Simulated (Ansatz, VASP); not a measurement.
## Two plane-wave programs on Rh

```
Rh
1.0
     2.67660    0.00000    0.00000
    -1.33830    2.31800    0.00000
     0.00000    0.00000    8.71444
Rh
4
Direct
  0.00000 0.00000 0.00000
  0.33333 0.66667 0.25000
  0.00000 0.00000 0.50000
  0.66667 0.33333 0.75000
```

Alike in both runs: functional PBEsol; k mesh 9 × 9 × 3; no spin polarisation.

Ansatz relaxed the structure, and its values are those at the end. VASP's run is a single point on that final structure, the one shown.

```csv
,VASP,Ansatz
version,VASP 6.6.1,Ansatz 0.2.0
potentials or method,"VASP PAW PBE potentials, release 64 (Rh_pv), cutoff 520 eV","plane waves, PAW"
occupations,"methfessel-paxton of order 1, width 0.1 eV",cold
valence electrons in the cell,60,68
```

|  | VASP | Ansatz | Ansatz less VASP |
| --- | --- | --- | --- |
| pressure (GPa) | 0.0 | 0.0 | +0.04 |

VASP's potentials were made for PBE, not for PBEsol. VASP's potentials hold 60 valence electrons a cell and Ansatz's 68, so a difference there can come from the potentials and not from the codes.
